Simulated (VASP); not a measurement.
# GaN (I-4m2) in VASP: further runs

Runs on GaN. Level: r2SCAN. Tasks: single point.

Everything below comes from runs of VASP 6.6.1. Logs are shortened: lines on timing, memory, paths and dates and some standing lists are left out, and cuts for length are marked.

## Step 1: The cell of the first run

Symmetry: I-4m2, No. 119, tetragonal system. Conventional cell: a = 3.187 Å, b = 3.187 Å, c = 4.394 Å, α = 90.00°, β = 90.00°, γ = 90.00°. Within 2.6 Å of Ga (site symmetry -4m2) lie 4 N at 1.94 Å. Within 2.6 Å of N (site symmetry -4m2) lie 4 Ga at 1.94 Å.

## Step 2: Single point, r2SCAN (strain +0.000 along x and y, -0.025 along z)

The input, POSCAR:

```
GaN
1.0
    0.0000000000      2.2535006075      2.1971630923
    2.2535006075      0.0000000000      2.1971630923
    2.2535006075      2.2535006075      0.0000000000
Ga N
1 1
Direct
    0.0000000000      0.0000000000      0.0000000000
    0.7500000000      0.7500000000      0.7500000000
```

The input, INCAR.step1:

```
SYSTEM = GaN
ALGO = Normal
EDIFF = 1E-4
ENCUT = 520
GGA = PE
ISMEAR = 0
LASPH = .True.
LCHARG = .False.
LREAL = .False.
LWAVE = .True.
NBANDS = 16
NELM = 60
PREC = Accurate
SIGMA = 0.05
```

The input, INCAR.step2:

```
SYSTEM = GaN
ALGO = Normal
EDIFF = 1E-7
ENCUT = 520
ISIF = 2
ISMEAR = 0
ISTART = 1
LASPH = .True.
LCHARG = .True.
LELF = .True.
LMIXTAU = .True.
LREAL = .False.
LVHAR = .True.
LWAVE = .False.
METAGGA = R2SCAN
NBANDS = 16
NELM = 60
PREC = Accurate
SIGMA = 0.05
```

The input, KPOINTS:

```
k-points
0
Gamma
  10 10 10
  0 0 0
```

Potentials or basis: VASP PAW PBE potentials, release 64 (Ga_d, N).

Started as:

```bash
cat potpaw_PBE.64/Ga_d/POTCAR potpaw_PBE.64/N/POTCAR > POTCAR
cp INCAR.step1 INCAR
mpirun -np 1 vasp_std > vasp.out
cp INCAR.step2 INCAR
mpirun -np 1 vasp_std > vasp.out
```

OUTCAR:

```text
SYSTEM = GaN
   EDIFF = 1E-7
   ENCUT = 520
   ISIF = 2
   ISMEAR = 0
   ISTART = 1
   LASPH = .True.
   LREAL = .False.
   METAGGA = R2SCAN
   NELM = 60
   PREC = Accurate

 ion  position               nearest neighbor table
   1  0.000  0.000  0.000-   2 1.94   2 1.94   2 1.94   2 1.94
   2  0.750  0.750  0.750-   1 1.94   1 1.94   1 1.94   1 1.94

  LATTYP: Found a body centered tetragonal cell.
 ALAT       =     3.1869311219
 C/A-ratio  =     1.3788582233

  Lattice vectors:

 A1 = (   0.0000000000,  -2.2535006075,  -2.1971630923)
 A2 = (   0.0000000000,   2.2535006075,  -2.1971630923)
 A3 = (   2.2535006075,   0.0000000000,   2.1971630923)

Analysis of symmetry for initial positions (statically):
=====================================================================
 Subroutine PRICEL returns:
 Original cell was already a primitive cell.

 Routine SETGRP: Setting up the symmetry group for a
 body centered tetragonal supercell.

 Subroutine GETGRP returns: Found  8 space group operations
 (whereof  8 operations were pure point group operations)
 out of a pool of 16 trial point group operations.

The static configuration has the point symmetry D_2d.

Analysis of symmetry for dynamics (positions and initial velocities):
=====================================================================
 Subroutine PRICEL returns:
 Original cell was already a primitive cell.

 Routine SETGRP: Setting up the symmetry group for a
 body centered tetragonal supercell.

 Subroutine GETGRP returns: Found  8 space group operations
 (whereof  8 operations were pure point group operations)
 out of a pool of 16 trial point group operations.

The dynamic configuration has the point symmetry D_2d.

 Subroutine INISYM returns: Found  8 space group operations
 (whereof  8 operations are pure point group operations),
 and found     1 'primitive' translations

----------------------------------------------------------------------------------------

                                     Primitive cell

  volume of cell :      22.3156

  direct lattice vectors                    reciprocal lattice vectors
     0.000000000  2.253500607  2.197163092    -0.221877020  0.221877020  0.227566175
     2.253500607  0.000000000  2.197163092     0.221877020 -0.221877020  0.227566175
     2.253500607  2.253500607  0.000000000     0.221877020  0.221877020 -0.227566175

  length of vectors
     3.147346603  3.147346603  3.186931122     0.387614742  0.387614742  0.387614742

  position of ions in fractional coordinates (direct lattice)
     0.000000000  0.000000000  0.000000000
     0.750000000  0.750000000  0.750000000

  ion indices of the primitive-cell ions
   primitive index   ion index
                 1           1
                 2           2

----------------------------------------------------------------------------------------

 KPOINTS: k-points

Automatic generation of k-mesh.
 Grid dimensions read from file:
 generate k-points for:   10   10   10

 Generating k-lattice:

  Cartesian coordinates                     Fractional coordinates (reciprocal lattice)
    -0.022187702  0.022187702  0.022756617     0.100000000  0.000000000  0.000000000
     0.022187702 -0.022187702  0.022756617     0.000000000  0.100000000  0.000000000
     0.022187702  0.022187702 -0.022756617    -0.000000000 -0.000000000  0.100000000

  Length of vectors
     0.038761474  0.038761474  0.038761474

  Shift w.r.t. Gamma in fractional coordinates (k-lattice)
     0.000000000  0.000000000  0.000000000

 Subroutine IBZKPT returns following result:
 ===========================================

 Found    102 irreducible k-points:

 Following reciprocal coordinates:
            Coordinates               Weight
  0.000000  0.000000  0.000000      1.000000
  0.100000 -0.000000  0.000000      8.000000
  0.200000 -0.000000  0.000000      8.000000
  0.300000 -0.000000  0.000000      8.000000
  0.400000  0.000000  0.000000      8.000000
  0.500000 -0.000000  0.000000      4.000000
[... 16 lines left out ...]
  0.300000  0.300000  0.000000      2.000000
  0.400000  0.300000  0.000000      8.000000
 [... further k-points ...]
   k-points           NKPTS =    102   k-points in BZ     NKDIM =    102   number of bands    NBANDS=     16
   number of dos      NEDOS =    301   number of ions     NIONS =      2
   total plane-waves  NPLWV =  13824
   dimension x,y,z NGX =    24 NGY =   24 NGZ =   24
   dimension x,y,z NGXF=    48 NGYF=   48 NGZF=   48
   ions per type =               1   1
   NGX,Y,Z   is equivalent  to a cutoff of  12.68, 12.68, 12.52 a.u.
   NGXF,Y,Z  is equivalent  to a cutoff of  25.35, 25.35, 25.04 a.u.
 SYSTEM =  GaN
   PREC   = accura    normal or accurate (medium, high low for compatibility)
   ISTART =      1    job   : 0-new  1-cont  2-samecut
   ICHARG =      0    charge: 1-file 2-atom 10-const
   ISPIN  =      1    spin polarized calculation?
   LNONCOLLINEAR =      F non collinear calculations
   LSORBIT =      F    spin-orbit coupling
   LASPH  =      T    aspherical Exc in radial PAW
   ENCUT  =  520.0 eV  38.22 Ry    6.18 a.u.   5.85  5.85  5.93*2*pi/ulx,y,z
   NELM   =     60;   NELMIN=  2; NELMDL=  0     # of ELM steps
   EDIFF  = 0.1E-06   stopping-criterion for ELM
   LREAL  =      F    real-space projection
   EDIFFG = 0.1E-05   stopping-criterion for IOM
   NSW    =      0    number of steps for IOM
   IBRION =     -1    ionic relax: 0-MD 1-quasi-New 2-CG
   NFREE  =      0    steps in history (QN), initial steepest desc. (CG)
   ISIF   =      2    stress and relaxation
   ISYM   =      2    0-nonsym 1-usesym 2-fastsym
   POTIM  = 0.5000    time-step for ionic-motion
   TEBEG  =    0.0;   TEEND  =   0.0 temperature during run
   PSTRESS=    0.0 pullay stress
   NELECT =      18.0000    total number of electrons
   NUPDOWN=      -1.0000    fix difference up-down
   EMIN   =  10.00;   EMAX   =-10.00  energy-range for DOS
   EFERMI =   0.00;   METHOD = LEGACY
   ISMEAR =     0;   SIGMA  =   0.05  broadening in eV -4-tet -1-fermi 0-gaus
   EFERMI_NEDOS =   21; number of points for ismear=-14 and -15
   IALGO  =     38    algorithm
   IMIX   =      4    mixing-type and parameters
     AMIX     =   0.40;   BMIX     =  1.00
     AMIX_MAG =   1.60;   BMIX_MAG =  1.00
  volume/ion in A,a.u.               =      11.16        75.30
  Fermi-wavevector in a.u.,A,eV,Ry     =   1.523923  2.879798 31.597385  2.322342
  Thomas-Fermi vector in A             =   2.632300
   LORBIT       =      0    0 simple, 1 ext, 2 COOP (PROOUT), +10 PAW based schemes
   METAGGA = R2SCAN    functional components
   LHFCALC =     F    Hartree Fock is set to
   AEXX    =    0.0000 exact exchange contribution
   IVDW    =     0    specifies the selected vdW correction
   LEPSILON=     F    determine dielectric tensor
   LRPA    =     F    only Hartree local field effects (RPA)
 non-spin polarized calculation
 Gauss-broadening in eV      SIGMA  =   0.05
  energy-cutoff  :      520.00
  volume of cell :       22.32
 maximum number of plane-waves:       614
   NGX = 11   NGY = 11   NGZ = 11

 number of electron      18.0000012 magnetization

 Free energy of the ion-electron system (eV)
  ---------------------------------------------------
  ext. energy  EPLUGINS =         0.00000000
  ---------------------------------------------------
  free energy    TOTEN  =       -21.88402064 eV

  energy without entropy =      -21.88402064  energy(sigma->0) =      -21.88402064

 E-fermi :   5.6934     XC(G=0): -12.7853

 val. band max:        5.3712559369   @ k =   0.0000   0.0000   0.0000
 cond. band min:       7.5820318354   @ k =   0.0000   0.0000   0.0000
 fundamental gap:      2.2107758984
 Fermi energy:         5.6933869895

 k-point     1 :       0.0000    0.0000    0.0000
  band No.  band energies     occupation
      1     -11.6554      2.00000
      2      -8.5669      2.00000
      3      -8.5669      2.00000
      4      -8.5399      2.00000
      5      -8.1807      2.00000
      6      -8.1784      2.00000
[... 8 lines left out ...]
     15      24.9372      0.00000
     16      24.9372      0.00000

 k-point     2 :       0.1000   -0.0000    0.0000
  band No.  band energies     occupation
      1     -11.5392      2.00000
      2      -8.5516      2.00000
      3      -8.5402      2.00000
      4      -8.5124      2.00000
      5      -8.1813      2.00000
      6      -8.1803      2.00000
[... 8 lines left out ...]
     15      23.6429      0.00000
     16      24.3496      0.00000

 k-point     3 :       0.2000   -0.0000    0.0000
  band No.  band energies     occupation
      1     -11.2393      2.00000
      2      -8.5159      2.00000
      3      -8.4983      2.00000
      4      -8.3602      2.00000
      5      -8.1806      2.00000
      6      -8.1780      2.00000
[... 8 lines left out ...]
     15      22.8324      0.00000
     16      23.3483      0.00000

 k-point     4 :       0.3000   -0.0000    0.0000
  band No.  band energies     occupation
      1     -10.8982      2.00000
      2      -8.4833      2.00000
      3      -8.4638      2.00000
      4      -8.1719      2.00000
      5      -8.1610      2.00000
      6      -7.9816      2.00000
[... 8 lines left out ...]
     15      23.5509      0.00000
     16      23.6664      0.00000
[... 324 lines left out ...]
 k-point    22 :      -0.2000    0.2000    0.0000
  band No.  band energies     occupation
      1     -10.7979      2.00000
      2      -8.4488      2.00000
      3      -8.4416      2.00000
      4      -8.1999      2.00000
      5      -8.1995      2.00000
      6      -7.8269      2.00000
[... 8 lines left out ...]
     15      23.7091      0.00000
     16      27.4271      0.00000

 k-point    23 :       0.3000    0.3000    0.0000
  band No.  band energies     occupation
      1     -10.6737      2.00000
      2      -8.3882      2.00000
      3      -8.3512      2.00000
      4      -8.3512      2.00000
      5      -8.1193      2.00000
      6      -7.7529      2.00000
[... 8 lines left out ...]
     15      28.0087      0.00000
     16      29.0634      0.00000

 k-point    24 :       0.4000    0.3000    0.0000
  band No.  band energies     occupation
      1     -10.5192      2.00000
      2      -8.4062      2.00000
      3      -8.3104      2.00000
      4      -8.3066      2.00000
      5      -8.1071      2.00000
      6      -7.3178      2.00000
[... 8 lines left out ...]
     15      28.6579      0.00000
     16      28.9723      0.00000

 [... further k-points ...]

------------------------ aborting loop because EDIFF is reached ----------------------------------------

  FORCE on cell =-STRESS in cart. coord.  units (eV):
  Direction    XX          YY          ZZ          XY          YZ          ZX
  --------------------------------------------------------------------------------------
  -------------------------------------------------------------------------------------
  Total        0.5609809      0.5609809      0.9907295      0.0000000      0.0000000      0.0000000
  in kB       40.2764342     40.2764342     71.1308549      0.0000000      0.0000000      0.0000000
  external PRESSURE =      50.5612411 kB  Pullay stress =       0.0000000 kB

 VOLUME and BASIS-vectors are now :
 -----------------------------------------------------------------------------
  energy-cutoff  :      520.00
  volume of cell :       22.32
      direct lattice vectors                 reciprocal lattice vectors
     0.000000000  2.253500607  2.197163092    -0.221877020  0.221877020  0.227566175
     2.253500607  0.000000000  2.197163092     0.221877020 -0.221877020  0.227566175
     2.253500607  2.253500607  0.000000000     0.221877020  0.221877020 -0.227566175

 POSITION                                       TOTAL-FORCE (eV/Angst)
 -----------------------------------------------------------------------------------
      0.00000      0.00000      0.00000        -0.000000      0.000000     -0.000000
      3.38025      3.38025      3.29574         0.000000     -0.000000      0.000000
 -----------------------------------------------------------------------------------
    total drift:                               -0.000009     -0.000009     -0.000005

  FREE ENERGIE OF THE ION-ELECTRON SYSTEM (eV)
  ---------------------------------------------------
  free  energy   TOTEN  =       -21.8840206402 eV

  energy  without entropy=      -21.8840206402  energy(sigma->0) =      -21.88402064
```

It took 65 s on 1 thread of Intel Xeon 6975P-C (Granite Rapids), shared host; peak memory 0.16 GiB.

What came out:

```
Free energy            : -21.8840 eV
Pressure               : 5.1 GPa
Band gap on the k mesh : 2.21 eV
```

Stress tensor (GPa, compression positive):
```
4.03 0.00 0.00
0.00 4.03 0.00
0.00 0.00 7.11
```

Levels at points of the mesh, in eV from the valence-band top:
```
           k point  band 5  band 6  band 7  band 8  band 9  band 10  band 11  band 12  band 13  band 14
(0.00, 0.00, 0.00)  -13.55  -13.55   -0.11   -0.11    0.00     2.21    11.05    11.12    11.12    18.84
(0.50, 0.00, 0.00)  -13.49  -12.42   -7.40   -1.20   -1.01     5.25     9.51    10.86    11.28    16.64
(0.50, 0.50, 0.00)  -13.46  -11.95   -6.21   -3.08   -3.08     3.59     7.03    12.96    15.05    15.05
(0.50, 0.00, 0.50)  -13.47  -12.09   -6.49   -2.89   -2.87     3.76     7.47    12.57    14.88    15.51
```

Caveat: the cell differs from its parent crystal (strain +0.000 along x and y, -0.025 along z); the cell stands under pressure; the PAW data sets were made with another functional, which shifts forces and pressure a little.

(Part 1 of 2 ends here.)
